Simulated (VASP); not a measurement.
# PtSe2 (Sudovikovite) (P-3m1) in VASP: a series of runs

PtSe2 (Sudovikovite) is run at these levels: LDA, PBE; tasks: relaxation of cell and atoms, single point.

Everything below comes from runs of VASP 6.6.1. Logs are shortened: lines on timing, memory, paths and dates and some standing lists are left out, and cuts for length are marked.

### 1 The cell of the first run

It takes space group P-3m1 (No. 164, trigonal). Conventional cell: a = 3.724 Å, b = 3.724 Å, c = 5.062 Å, α = 90.00°, β = 90.00°, γ = 120.00°. Pt (site symmetry -3m) has 6 Se at 2.49 Å within 3.3 Å. Within 3.3 Å of Se (site symmetry 3m) lie 3 Pt at 2.49 Å.

### 2 Relaxation of cell and atoms, LDA

Input file INCAR:

```
SYSTEM = PtSe2
PREC = Accurate
ENCUT = 600
EDIFF = 1E-7
ISMEAR = -1
SIGMA = 0.05
LREAL = .False.
LASPH = .True.
NELM = 60
ALGO = Normal
ISIF = 3
LWAVE = .False.
LCHARG = .False.
GGA = CA
IBRION = 2
NSW = 60
EDIFFG = -0.01
```

Input file KPOINTS:

```
Automatic mesh
0
Gamma
  8 8 5
  0 0 0
```

Input file POSCAR:

```
PtSe2
1.0
    3.7240000000      0.0000000000      0.0000000000
   -1.8620000000      3.2250786037      0.0000000000
    0.0000000000      0.0000000000      5.0620000000
Pt Se
1 2
Direct
    0.0000000000      0.0000000000      0.0000000000
    0.6666666667      0.3333333333      0.7500000000
    0.3333333333      0.6666666667      0.2500000000
```

Potentials or basis: VASP PAW LDA potentials, release 64 (Pt, Se).

The run is started by

```sh
$ cat potpaw_LDA.64/Pt/POTCAR potpaw_LDA.64/Se/POTCAR > POTCAR
$ mpirun -np 1 vasp_std > vasp.out
```

OUTCAR:

```text
SYSTEM = PtSe2
   PREC = Accurate
   ENCUT = 600
   EDIFF = 1E-7
   ISMEAR = -1
   LREAL = .False.
   LASPH = .True.
   NELM = 60
   ISIF = 3
   GGA = CA
   IBRION = 2
   NSW = 60
   EDIFFG = -0.01

 ion  position               nearest neighbor table
   1  0.000  0.000  0.000-   2 2.49   3 2.49   2 2.49   3 2.49   2 2.49   3 2.49
   2  0.667  0.333  0.750-   1 2.49   1 2.49   1 2.49
   3  0.333  0.667  0.250-   1 2.49   1 2.49   1 2.49

  LATTYP: Found a hexagonal cell.
 ALAT       =     3.7240000000
 C/A-ratio  =     1.3592910849

  Lattice vectors:

 A1 = (   3.7240000000,   0.0000000000,   0.0000000000)
 A2 = (  -1.8620000000,   3.2250786037,   0.0000000000)
 A3 = (   0.0000000000,   0.0000000000,   5.0620000000)

Analysis of symmetry for initial positions (statically):
=====================================================================
 Subroutine PRICEL returns:
 Original cell was already a primitive cell.

 Routine SETGRP: Setting up the symmetry group for a
 hexagonal supercell.

 Subroutine GETGRP returns: Found 12 space group operations
 (whereof 12 operations were pure point group operations)
 out of a pool of 24 trial point group operations.

The static configuration has the point symmetry D_3d.

Analysis of symmetry for dynamics (positions and initial velocities):
=====================================================================
 Subroutine PRICEL returns:
 Original cell was already a primitive cell.

 Routine SETGRP: Setting up the symmetry group for a
 hexagonal supercell.

 Subroutine GETGRP returns: Found 12 space group operations
 (whereof 12 operations were pure point group operations)
 out of a pool of 24 trial point group operations.

The dynamic configuration has the point symmetry D_3d.

 Subroutine INISYM returns: Found 12 space group operations
 (whereof 12 operations are pure point group operations),
 and found     1 'primitive' translations

----------------------------------------------------------------------------------------

                                     Primitive cell

  volume of cell :      60.7956

  direct lattice vectors                    reciprocal lattice vectors
[... 119 lines left out ...]
   LRPA    =     F    only Hartree local field effects (RPA)
 conjugate gradient relaxation of ions
 non-spin polarized calculation
  energy-cutoff  :      600.00
  volume of cell :       60.80
 maximum number of plane-waves:      2057
 NGX is ok and might be reduce to    30
   NGX = 15   NGY = 15   NGZ = 21

--------------------------------------- Ionic step        1  -------------------------------------------

 number of electron      22.0000004 magnetization

 Free energy of the ion-electron system (eV)
  ---------------------------------------------------
  ext. energy  EPLUGINS =         0.00000000
  ---------------------------------------------------
  free energy    TOTEN  =       -17.06163861 eV

  energy without entropy =      -17.05530854  energy(sigma->0) =      -17.05847358

------------------------ aborting loop because EDIFF is reached ----------------------------------------

  FORCE on cell =-STRESS in cart. coord.  units (eV):
  Direction    XX          YY          ZZ          XY          YZ          ZX
  --------------------------------------------------------------------------------------
  -------------------------------------------------------------------------------------
  Total        0.1259063      0.1259063     -0.3208464      0.0000000      0.0000000      0.0000000
  in kB        3.3180718      3.3180718     -8.4554287      0.0000000      0.0000000      0.0000000
  external PRESSURE =      -0.6064284 kB  Pullay stress =       0.0000000 kB
[... 92 lines left out ...]
  FREE ENERGIE OF THE ION-ELECTRON SYSTEM (eV)
  ---------------------------------------------------
  free  energy   TOTEN  =       -17.0745304428 eV

  energy  without entropy=      -17.0692674753  energy(sigma->0) =      -17.07189896

[... ionic steps 4 to 17 ...]

--------------------------------------- Ionic step       18  -------------------------------------------

 number of electron      22.0000004 magnetization

------------------------ aborting loop because EDIFF is reached ----------------------------------------
[... 69 lines left out ...]
--------------------------------------- Ionic step       20  -------------------------------------------

 number of electron      22.0000005 magnetization

 Free energy of the ion-electron system (eV)
  ---------------------------------------------------
  ext. energy  EPLUGINS =         0.00000000
  ---------------------------------------------------
  free energy    TOTEN  =       -17.09956277 eV

  energy without entropy =      -17.09583008  energy(sigma->0) =      -17.09769642

 E-fermi :   7.1155     XC(G=0): -11.2061

 val. band max:        7.0240230215   @ k =   0.3750   0.2500   0.0000
 cond. band min:       7.2305247651   @ k =  -0.1250   0.3750   0.2000
 fundamental gap:      0.2065017436
 Fermi energy:         7.1155107996

 k-point     1 :       0.0000    0.0000    0.0000
  band No.  band energies     occupation
      1      -8.8348      2.00000
      2      -5.5371      2.00000
      3      -0.2559      2.00000
      4       0.6226      2.00000
      5       0.6226      2.00000
      6       3.1645      2.00000
      7       3.1645      2.00000
      8       4.5805      2.00000
      9       6.0537      2.00000
     10       6.0537      2.00000
     11       7.9299      0.00000
     12       8.1565      0.00000
     13       8.1565      0.00000
     14      10.2356      0.00000
[... 401 lines left out ...]
      2      -6.4440      2.00000
      3       0.2613      2.00000
      4       0.7078      2.00000
      5       1.2308      2.00000
      6       2.1674      2.00000
      7       2.4687      2.00000
      8       3.7035      2.00000
      9       3.9321      2.00000
     10       4.7143      2.00000
     11       5.5743      2.00000
     12       7.4929      0.00105
     13       8.5788      0.00000
     14      12.1137      0.00000
     15      14.0781      0.00000

 [... further k-points ...]

------------------------ aborting loop because EDIFF is reached ----------------------------------------

  FORCE on cell =-STRESS in cart. coord.  units (eV):
  Direction    XX          YY          ZZ          XY          YZ          ZX
  --------------------------------------------------------------------------------------
  -------------------------------------------------------------------------------------
  Total       -0.0147049     -0.0147049      0.0083151      0.0000000      0.0000000      0.0000000
  in kB       -0.4077726     -0.4077726      0.2305819      0.0000000      0.0000000      0.0000000
  external PRESSURE =      -0.1949878 kB  Pullay stress =       0.0000000 kB
[... 18 lines left out ...]
  FREE ENERGIE OF THE ION-ELECTRON SYSTEM (eV)
  ---------------------------------------------------
  free  energy   TOTEN  =       -17.0995627675 eV

  energy  without entropy=      -17.0958300770  energy(sigma->0) =      -17.09769642

 reached required accuracy - stopping structural energy minimisation
```

OSZICAR:

```text
N       E                     dE             d eps       ncg     rms          rms(c)
DAV:   1     0.125334198847E+03    0.12533E+03   -0.11174E+04  1208   0.145E+03
DAV:   2    -0.121439409383E+02   -0.13748E+03   -0.13436E+03  1571   0.251E+02
DAV:   3    -0.178675536482E+02   -0.57236E+01   -0.56864E+01  1495   0.537E+01
DAV:   4    -0.179178397575E+02   -0.50286E-01   -0.50276E-01  1452   0.529E+00
[... 168 lines left out ...]
DAV:   1    -0.170996021719E+02   -0.43917E-04   -0.31207E-03  1207   0.395E-01    0.412E-02
DAV:   2    -0.170995719310E+02    0.30241E-04   -0.20126E-04  1249   0.135E-01    0.194E-02
DAV:   3    -0.170995649571E+02    0.69738E-05   -0.15236E-05  1431   0.398E-02    0.907E-03
DAV:   4    -0.170995627830E+02    0.21742E-05   -0.92866E-06  1277   0.204E-02    0.358E-03
DAV:   5    -0.170995627675E+02    0.15428E-07   -0.52425E-07  1284   0.506E-03
  20 F= -.17099563E+02 E0= -.17097696E+02  d E =-.946020E-04
```

It took 3.5 min on 1 thread of Intel Xeon Platinum 8559C (Emerald Rapids), shared host; peak memory 0.22 GiB.

What came out:

| Property | Result |
| --- | --- |
| Free energy | -17.0996 eV |
| Relaxed volume | 19.26 Å³/atom |
| Relaxed cell | a = 3.744 Å, b = 3.744 Å, c = 4.760 Å, α = 90.00°, β = 90.00°, γ = 120.00° |
| Space group after relaxing (to 0.05 Å) | P-3m1 (No. 164) |
| Energy gained by relaxing | 12.6 meV/atom |
| Ionic steps | 20 |
| Pressure after relaxing | 0.0 GPa |
| Largest force after relaxing | 0.010 eV/Å |
| Band gap on the k mesh | zero (band 11 reaches 7.93 eV, above the bottom of band 12 at 7.02 eV) |

Forces on the atoms (eV/Å):
```
Pt   0.000  0.000  0.000
Se   0.000  0.000 -0.010
Se   0.000  0.000  0.010
```

The path:
```
step  energy change (eV)  largest force (eV/Å)  pressure (GPa)  volume (Å³)
   1              0.0000                0.2479           -0.06        60.80
   2             -0.0068                0.1418           -0.91        60.73
   3             -0.0129                0.0909           -2.66        60.57
   4             -0.0145                0.0936           -2.61        60.46
   5             -0.0189                0.1021           -2.45        60.13
   6             -0.0265                0.1243           -2.11        59.48
   7             -0.0343                0.1895           -1.24        58.17
   8             -0.0344                0.2002           -1.12        58.01
   9             -0.0361                0.1331           -0.63        57.92
  10             -0.0371                0.0310            0.13        57.78
  11             -0.0373                0.0251            0.09        57.81
  12             -0.0377                0.0071           -0.02        57.87
  13             -0.0376                0.0286           -0.25        58.00
  14             -0.0378                0.0073           -0.12        57.93
  15             -0.0378                0.0178           -0.01        57.87
  16             -0.0378                0.0262            0.08        57.83
  17             -0.0378                0.0235            0.05        57.84
  18             -0.0379                0.0207            0.04        57.83
  19             -0.0379                0.0127           -0.01        57.79
  20             -0.0379                0.0096           -0.02        57.78
```

Final structure:
```
Pt Se
1.0
     3.74377    0.00000    0.00000
    -1.87188    3.24220    0.00000
     0.00000    0.00000    4.75998
Pt Se
1 2
Cartesian
  0.0000 0.0000 0.0000
  1.8719 1.0807 3.4950
  0.0000 2.1615 1.2650
```

Levels at points of the mesh, in eV from the Fermi level:
| k point | band 7 | band 8 | band 9 | band 10 | band 11 | band 12 | band 13 | band 14 | band 15 |
| --- | --- | --- | --- | --- | --- | --- | --- | --- | --- |
| (0.00, 0.00, 0.00) | -3.95 | -2.54 | -1.06 | -1.06 | 0.81 | 1.04 | 1.04 | 3.12 | 4.13 |
| (0.50, 0.00, 0.00) | -3.88 | -3.83 | -3.46 | -3.39 | -3.01 | 0.46 | 2.58 | 5.04 | 6.06 |

Caveat: spin-orbit coupling is left out, which moves the levels of the heavy elements. LDA usually gives volumes a few per cent too small.

### 3 Single point, PBE, non-collinear spin, zero start, spin-orbit coupling

Input file INCAR:

```
  ALGO = Normal
  EDIFF = 1E-6
  ENCUT = 520
  GGA = PE
  GGA_COMPAT = False
  ISIF = 2
  ISMEAR = -1
  LASPH = True
  LCHARG = False
  LMAXMIX = 4
  LNONCOLLINEAR = True
  LORBIT = 11
  LORBMOM = True
  LREAL = False
  LSORBIT = True
  LWAVE = False
  MAGMOM = 0 0 0 0 0 0 0 0 0
  NBANDS = 35
  NELM = 150
  PREC = Accurate
  SIGMA = 0.05
```

Input file KPOINTS:

```
k-points
0
Gamma
  6 6 4
```

POSCAR is that of step 2.

Potentials or basis: VASP PAW PBE potentials, release 64 (Pt, Se).

The run is started by

```sh
$ cat potpaw_PBE.64/Pt/POTCAR potpaw_PBE.64/Se/POTCAR > POTCAR
$ mpirun -np 1 vasp_ncl > vasp.out
```

Run time: 56 s. Hardware: 1 thread of Intel Xeon Platinum 8559C (Emerald Rapids), shared host; peak memory 0.33 GiB.

It converged, with:

- Free energy: -14.5854 eV
- Pressure: 7.5 GPa
- Largest force: 0.613 eV/Å
- Net moment: 0.00 μB per cell
- Valence electrons inside the program's atomic spheres: Pt 9.46; Se 3.80

Forces in eV/Å, atoms in the order of the input:
```
Pt   0.000  0.000  0.000
Se   0.000  0.000 -0.613
Se   0.000  0.000  0.613
```

Stress tensor (GPa, compression positive):
```
8.07 0.00 0.00
0.00 8.07 0.00
0.00 0.00 6.27
```

Moments on the atoms (μB; x, y, z):
```
Pt  0.00 0.00 0.00
Se  0.00 0.00 0.00
Se  0.00 0.00 0.00
```
